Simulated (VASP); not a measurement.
Mo12C, 13 atoms in the cell. The cell holds a slab with vacuum, 13 atoms: a = 5.389 Å, b = 5.389 Å, c = 19.741 Å, α = 90.00°, β = 90.00°, γ = 109.47°. 

- Program: VASP 6.6.1
- Task: single point
- Functional: LDA
- Potentials or basis: VASP PAW LDA potentials, release 64 (Mo_sv, C)
- Cutoff: 520 eV
- k mesh: 5 × 5 × 1
- Occupations: gaussian, width 0.1 eV
- Spin: no spin polarisation
- Dipole correction: yes
- Further INCAR settings: ALGO = Normal; EDIFF = 1e-06; NBANDS = 98

Potentials or basis: VASP PAW LDA potentials, release 64 (Mo_sv, C).

Run with:

```sh
$ cat potpaw_LDA.64/Mo_sv/POTCAR potpaw_LDA.64/C/POTCAR > POTCAR
$ mpirun -np 1 vasp_std > vasp.out
```

Hardware: 1 thread of AMD EPYC 9R45 96-Core Processor (Zen 5), with other jobs on the host.

Task: How long does it take, and how much memory?

Result: It took 15 min on 1 thread of AMD EPYC 9R45 96-Core Processor (Zen 5), with other jobs on the host, peak memory 0.58 GiB. Counts: scf iterations 36, k points 9.
